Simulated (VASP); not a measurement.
# Gd2NbO (P4/mmm) in VASP: single point with PBE

Aim: the single point of Gd2NbO with PBE.

Program: VASP 6.6.1. These are calculated values, not measurements. Logs are shortened: lines on timing, memory, paths and dates and some standing lists are left out, and cuts for length are marked.

## 1. The cell of the first run

Symmetry: P4/mmm, No. 123, tetragonal system. Conventional cell: a = 3.909 Å, b = 3.909 Å, c = 5.317 Å, α = 90.00°, β = 90.00°, γ = 90.00°. Gd (site symmetry 4/mmm) has 2 Nb at 2.66 Å and 4 O at 2.76 Å within 3.5 Å. Within 3.5 Å of Gd (site symmetry 4/mmm) lie 2 O at 2.66 Å and 4 Nb at 2.76 Å. Nb (site symmetry 4/mmm) has 6 Gd at 2.66 to 2.76 Å within 3.5 Å. O (site symmetry 4/mmm) has 6 Gd at 2.66 to 2.76 Å within 3.5 Å.

The cell was built from a structure type or drawn by symmetry, and may not be a known phase.

## 2. Single point, PBE, collinear spin, ferromagnetic start

INCAR

```
SYSTEM = Gd2NbO
ALGO     = Normal         ! electronic algorithm
EDIFF    = 1E-6           ! SCF threshold, eV
ENCUT    = 520            ! plane-wave cutoff, eV
GGA      = PE             ! functional
ISIF     = 2              ! what is computed and relaxed
ISMEAR   = 0              ! smearing method
ISPIN    = 2              ! spin polarisation
LASPH    = .TRUE.         ! aspherical terms in the spheres
LCHARG   = .FALSE.        ! write CHGCAR
LMAXMIX  = 6              ! l up to which the mixer works
LORBIT   = 11             ! projections on sites
LREAL    = .FALSE.        ! projectors in reciprocal space
LWAVE    = .FALSE.        ! write WAVECAR
MAGMOM   = 7 7 0 0        ! initial moments
NBANDS   = 40             ! bands
NELM     = 150            ! most SCF steps
PREC     = Accurate       ! precision mode
SIGMA    = 0.1            ! smearing width, eV
```

KPOINTS

```
k-points
0
G
  4 4 4
  0 0 0
```

POSCAR

```
Gd2NbO
1.0
    3.9090230100      0.0000000000      0.0000000000
    0.0000000000      3.9090230100      0.0000000000
    0.0000000000      0.0000000000      5.3170249700
Gd Nb O
2 1 1
Direct
    0.0000000000      0.0000000000      0.5000000000
    0.5000000000      0.5000000000      0.0000000000
    0.0000000000      0.0000000000      0.0000000000
    0.5000000000      0.5000000000      0.5000000000
```

Potentials or basis: VASP PAW PBE potentials, release 64 (Gd, Nb_sv, O).

Launch:

```bash
cat potpaw_PBE.64/Gd/POTCAR potpaw_PBE.64/Nb_sv/POTCAR potpaw_PBE.64/O/POTCAR > POTCAR
mpirun -np 1 vasp_std > vasp.out
```

OUTCAR:

```text
SYSTEM = Gd2NbO
   EDIFF = 1E-6
   ENCUT = 520
   GGA = PE
   ISIF = 2
   ISMEAR = 0
   ISPIN = 2
   LASPH = .TRUE.
   LORBIT = 11
   LREAL = .FALSE.
   NELM = 150
   PREC = Accurate

 ion  position               nearest neighbor table
   1  0.000  0.000  0.500-   3 2.66   3 2.66
   2  0.500  0.500  0.000-   4 2.66   4 2.66   3 2.76   3 2.76   3 2.76   3 2.76
   3  0.000  0.000  0.000-   1 2.66   1 2.66   2 2.76   2 2.76   2 2.76   2 2.76
   4  0.500  0.500  0.500-   2 2.66   2 2.66

  LATTYP: Found a simple tetragonal cell.
 ALAT       =     3.9090230100
 C/A-ratio  =     1.3601928043

  Lattice vectors:

 A1 = (   3.9090230100,   0.0000000000,   0.0000000000)
 A2 = (   0.0000000000,   3.9090230100,   0.0000000000)
 A3 = (   0.0000000000,   0.0000000000,   5.3170249700)

Analysis of symmetry for initial positions (statically):
=====================================================================
 Subroutine PRICEL returns:
 Original cell was already a primitive cell.

 Routine SETGRP: Setting up the symmetry group for a
 simple tetragonal supercell.

 Subroutine GETGRP returns: Found 16 space group operations
 (whereof 16 operations were pure point group operations)
 out of a pool of 16 trial point group operations.

The static configuration has the point symmetry D_4h.

Analysis of symmetry for dynamics (positions and initial velocities):
=====================================================================
 Subroutine PRICEL returns:
 Original cell was already a primitive cell.

 Routine SETGRP: Setting up the symmetry group for a
 simple tetragonal supercell.

 Subroutine GETGRP returns: Found 16 space group operations
 (whereof 16 operations were pure point group operations)
 out of a pool of 16 trial point group operations.

The dynamic configuration has the point symmetry D_4h.

Analysis of structural, dynamic, and magnetic symmetry:
=====================================================================
 Subroutine PRICEL returns:
 Original cell was already a primitive cell.

 Routine SETGRP: Setting up the symmetry group for a
 simple tetragonal supercell.

 Subroutine GETGRP returns: Found 16 space group operations
 (whereof 16 operations were pure point group operations)
 out of a pool of 16 trial point group operations.

The overall configuration has the point symmetry D_4h.

 Subroutine INISYM returns: Found 16 space group operations
 (whereof 16 operations are pure point group operations),
 and found     1 'primitive' translations

----------------------------------------------------------------------------------------

                                     Primitive cell

  volume of cell :      81.2466

  direct lattice vectors                    reciprocal lattice vectors
     3.909023010  0.000000000  0.000000000     0.255818397  0.000000000  0.000000000
     0.000000000  3.909023010  0.000000000     0.000000000  0.255818397  0.000000000
     0.000000000  0.000000000  5.317024970     0.000000000  0.000000000  0.188075099

  length of vectors
     3.909023010  3.909023010  5.317024970     0.255818397  0.255818397  0.188075099

  position of ions in fractional coordinates (direct lattice)
     0.000000000  0.000000000  0.500000000
     0.500000000  0.500000000  0.000000000
     0.000000000  0.000000000  0.000000000
     0.500000000  0.500000000  0.500000000

  ion indices of the primitive-cell ions
   primitive index   ion index
                 1           1
                 2           2
                 3           3
                 4           4

----------------------------------------------------------------------------------------

 KPOINTS: k-points

Automatic generation of k-mesh.
 Grid dimensions read from file:
 generate k-points for:    4    4    4

 Generating k-lattice:

  Cartesian coordinates                     Fractional coordinates (reciprocal lattice)
     0.063954599  0.000000000  0.000000000     0.250000000  0.000000000  0.000000000
     0.000000000  0.063954599  0.000000000     0.000000000  0.250000000  0.000000000
     0.000000000  0.000000000  0.047018775     0.000000000  0.000000000  0.250000000

  Length of vectors
     0.063954599  0.063954599  0.047018775

  Shift w.r.t. Gamma in fractional coordinates (k-lattice)
     0.000000000  0.000000000  0.000000000

 Subroutine IBZKPT returns following result:
 ===========================================

 Found     18 irreducible k-points:

 Following reciprocal coordinates:
            Coordinates               Weight
  0.000000  0.000000  0.000000      1.000000
  0.250000  0.000000  0.000000      4.000000
  0.500000  0.000000  0.000000      2.000000
  0.250000  0.250000  0.000000      4.000000
  0.500000  0.250000  0.000000      4.000000
  0.500000  0.500000  0.000000      1.000000
[... 10 lines left out ...]
  0.500000  0.250000  0.500000      4.000000
  0.500000  0.500000  0.500000      1.000000
   k-points           NKPTS =     18   k-points in BZ     NKDIM =     18   number of bands    NBANDS=     40
   number of dos      NEDOS =    301   number of ions     NIONS =      4
   total plane-waves  NPLWV =  36000
   dimension x,y,z NGX =    30 NGY =   30 NGZ =   40
   dimension x,y,z NGXF=    60 NGYF=   60 NGZF=   80
   ions per type =               2   1   1
   NGX,Y,Z   is equivalent  to a cutoff of  12.76, 12.76, 12.51 a.u.
   NGXF,Y,Z  is equivalent  to a cutoff of  25.52, 25.52, 25.01 a.u.
 SYSTEM =  Gd2NbO
   PREC   = accura    normal or accurate (medium, high low for compatibility)
   ISTART =      0    job   : 0-new  1-cont  2-samecut
   ICHARG =      2    charge: 1-file 2-atom 10-const
   ISPIN  =      2    spin polarized calculation?
   LNONCOLLINEAR =      F non collinear calculations
   LSORBIT =      F    spin-orbit coupling
   LASPH  =      T    aspherical Exc in radial PAW
   ENCUT  =  520.0 eV  38.22 Ry    6.18 a.u.   7.27  7.27  9.89*2*pi/ulx,y,z
   NELM   =    150;   NELMIN=  2; NELMDL= -5     # of ELM steps
   EDIFF  = 0.1E-05   stopping-criterion for ELM
   LREAL  =      F    real-space projection
   EDIFFG = 0.1E-04   stopping-criterion for IOM
   NSW    =      0    number of steps for IOM
   IBRION =     -1    ionic relax: 0-MD 1-quasi-New 2-CG
   NFREE  =      0    steps in history (QN), initial steepest desc. (CG)
   ISIF   =      2    stress and relaxation
   ISYM   =      2    0-nonsym 1-usesym 2-fastsym
   POTIM  = 0.5000    time-step for ionic-motion
   TEBEG  =    0.0;   TEEND  =   0.0 temperature during run
   PSTRESS=    0.0 pullay stress
   NELECT =      55.0000    total number of electrons
   NUPDOWN=      -1.0000    fix difference up-down
   EMIN   =  10.00;   EMAX   =-10.00  energy-range for DOS
   EFERMI =   0.00;   METHOD = LEGACY
   ISMEAR =     0;   SIGMA  =   0.10  broadening in eV -4-tet -1-fermi 0-gaus
   EFERMI_NEDOS =   21; number of points for ismear=-14 and -15
   IALGO  =     38    algorithm
   IMIX   =      4    mixing-type and parameters
     AMIX     =   0.40;   BMIX     =  1.00
     AMIX_MAG =   1.60;   BMIX_MAG =  1.00
  volume/ion in A,a.u.               =      20.31       137.07
  Fermi-wavevector in a.u.,A,eV,Ry     =   1.437454  2.716395 28.113372  2.066275
  Thomas-Fermi vector in A             =   2.556530
   LORBIT       =     11    0 simple, 1 ext, 2 COOP (PROOUT), +10 PAW based schemes
   GGA     = PE    functional components
   LHFCALC =     F    Hartree Fock is set to
   AEXX    =    0.0000 exact exchange contribution
   IVDW    =     0    specifies the selected vdW correction
   LEPSILON=     F    determine dielectric tensor
   LRPA    =     F    only Hartree local field effects (RPA)
 spin polarized calculation
 Gauss-broadening in eV      SIGMA  =   0.10
  energy-cutoff  :      520.00
  volume of cell :       81.25
 maximum number of plane-waves:      2200
 NGX is ok and might be reduce to    30
   NGX = 15   NGY = 15   NGZ = 19

 number of electron      55.0000017 magnetization      13.4709181

 Free energy of the ion-electron system (eV)
  ---------------------------------------------------
  ext. energy  EPLUGINS =         0.00000000
  ---------------------------------------------------
  free energy    TOTEN  =       -40.25404832 eV

  energy without entropy =      -40.23497673  energy(sigma->0) =      -40.24451253

 E-fermi :   4.8787     XC(G=0): -11.0762

 val. band max:        4.8623348863   @ k =   0.0000   0.0000   0.5000
 cond. band min:       4.8829098111   @ k =   0.5000   0.2500   0.5000
 fundamental gap:      0.0205749248
 Fermi energy:         4.8786805745

 spin component 1

 k-point     1 :       0.0000    0.0000    0.0000
  band No.  band energies     occupation
      1     -48.7433      1.00000
      2     -39.5273      1.00000
      3     -39.0709      1.00000
      4     -25.0738      1.00000
      5     -25.0359      1.00000
      6     -25.0359      1.00000
[... 31 lines left out ...]
     38       6.9269      0.00000
     39       9.0091      0.00000
[... 712 lines left out ...]
     38       7.5435      0.00000
     39       7.8172      0.00000
 Fermi energy:         4.8786805745

 spin component 2

 k-point     1 :       0.0000    0.0000    0.0000
  band No.  band energies     occupation
      1     -48.9631      1.00000
      2     -36.4505      1.00000
      3     -35.9635      1.00000
      4     -25.3483      1.00000
      5     -25.2542      1.00000
      6     -25.2542      1.00000
[... 31 lines left out ...]
     38       7.5143      0.00000
     39       9.5242      0.00000
[... 712 lines left out ...]
     38       8.0684      0.00000
     39       8.5292      0.00000
 [bands above 39 left out]

------------------------ aborting loop because EDIFF is reached ----------------------------------------

  FORCE on cell =-STRESS in cart. coord.  units (eV):
  Direction    XX          YY          ZZ          XY          YZ          ZX
  --------------------------------------------------------------------------------------
  -------------------------------------------------------------------------------------
  Total       -0.1956737     -0.1956737      1.2775561      0.0000000      0.0000000      0.0000000
  in kB       -3.8586723     -3.8586723     25.1933201      0.0000000      0.0000000      0.0000000
  external PRESSURE =       5.8253252 kB  Pullay stress =       0.0000000 kB

 VOLUME and BASIS-vectors are now :
 -----------------------------------------------------------------------------
  energy-cutoff  :      520.00
  volume of cell :       81.25
      direct lattice vectors                 reciprocal lattice vectors
     3.909023010  0.000000000  0.000000000     0.255818397  0.000000000  0.000000000
     0.000000000  3.909023010  0.000000000     0.000000000  0.255818397  0.000000000
     0.000000000  0.000000000  5.317024970     0.000000000  0.000000000  0.188075099

 POSITION                                       TOTAL-FORCE (eV/Angst)
 -----------------------------------------------------------------------------------
      0.00000      0.00000      2.65851         0.000000      0.000000      0.000000
      1.95451      1.95451      0.00000         0.000000      0.000000      0.000000
      0.00000      0.00000      0.00000         0.000000      0.000000      0.000000
      1.95451      1.95451      2.65851         0.000000      0.000000      0.000000
 -----------------------------------------------------------------------------------
    total drift:                                0.000000      0.000000      0.000000

  FREE ENERGIE OF THE ION-ELECTRON SYSTEM (eV)
  ---------------------------------------------------
  free  energy   TOTEN  =       -40.2540483177 eV

  energy  without entropy=      -40.2349767327  energy(sigma->0) =      -40.24451253

 total charge

# of ion       s       p       d       f       tot
--------------------------------------------------
    1        2.044   5.559   0.636   7.070  15.309
    2        2.082   5.539   0.755   7.030  15.406
    3        2.228   5.914   2.976   0.000  11.118
    4        1.560   3.308   0.000   0.000   4.869
--------------------------------------------------
tot          7.914  20.320   4.367  14.100  46.701

 magnetization (x)

# of ion       s       p       d       f       tot
--------------------------------------------------
    1       -0.002  -0.080   0.065   6.711   6.694
    2        0.006  -0.072   0.102   6.726   6.763
    3        0.018   0.006  -0.379   0.000  -0.355
    4       -0.001  -0.039   0.000   0.000  -0.040
--------------------------------------------------
tot          0.021  -0.185  -0.212  13.437  13.062
```

Run time: 17 min. Hardware: 1 thread of AMD EPYC 7R13 (Zen 3), shared host; peak memory 0.25 GiB.

What came out:

* Free energy: -40.2540 eV
* Pressure: 0.6 GPa
* Net moment: 13.47 μB per cell
* Site moments: Gd +6.69, +6.76; Nb -0.35; O -0.04 μB
* Valence electrons inside the program's atomic spheres: Gd 15.31, 15.41; Nb 11.12; O 4.87

Levels at points of the mesh, in eV from the Fermi level:
Spin up:
```tsv
k point	band 30	band 31	band 32	band 33	band 34	band 35	band 36	band 37	band 38	band 39
(0.00, 0.00, 0.00)	-2.37	-2.10	-2.10	-1.49	-1.39	-0.88	-0.88	1.51	2.05	4.13
(0.50, 0.00, 0.00)	-2.93	-1.48	-0.49	-0.38	-0.02	0.16	0.88	1.91	2.71	2.96
(0.50, 0.50, 0.00)	-2.51	-2.51	-2.07	-1.42	-0.69	-0.65	2.31	3.26	3.46	3.46
(0.00, 0.00, 0.50)	-2.49	-2.33	-2.33	-1.43	0.34	0.74	0.74	0.88	2.20	2.71
(0.50, 0.00, 0.50)	-3.19	-0.59	-0.14	0.25	0.87	1.49	1.75	1.90	2.30	2.99
(0.50, 0.50, 0.50)	-3.07	-0.69	-0.54	-0.32	-0.32	0.51	0.51	2.38	2.66	2.94
```
Spin down:
```
           k point  band 19  band 20  band 21  band 22  band 23  band 24
(0.00, 0.00, 0.00)    -1.26    -1.23    -0.84    -0.84     1.26     1.35
(0.50, 0.00, 0.00)    -0.45    -0.23    -0.18     0.85     0.95     1.28
(0.50, 0.50, 0.00)    -1.23    -0.47    -0.38     1.25     1.25     1.37
(0.00, 0.00, 0.50)    -1.25    -0.02    -0.02     0.52     0.87     1.08
(0.50, 0.00, 0.50)    -0.23     0.09     0.74     0.81     1.21     1.32
(0.50, 0.50, 0.50)    -0.41    -0.40     0.85     0.85     1.01     1.38
```

Caveat: the k points lie up to 0.40 Å⁻¹ apart; spin-orbit coupling is left out, which moves the levels of the heavy elements; semilocal functionals describe open f shells poorly, which spoils levels, moments and volumes.
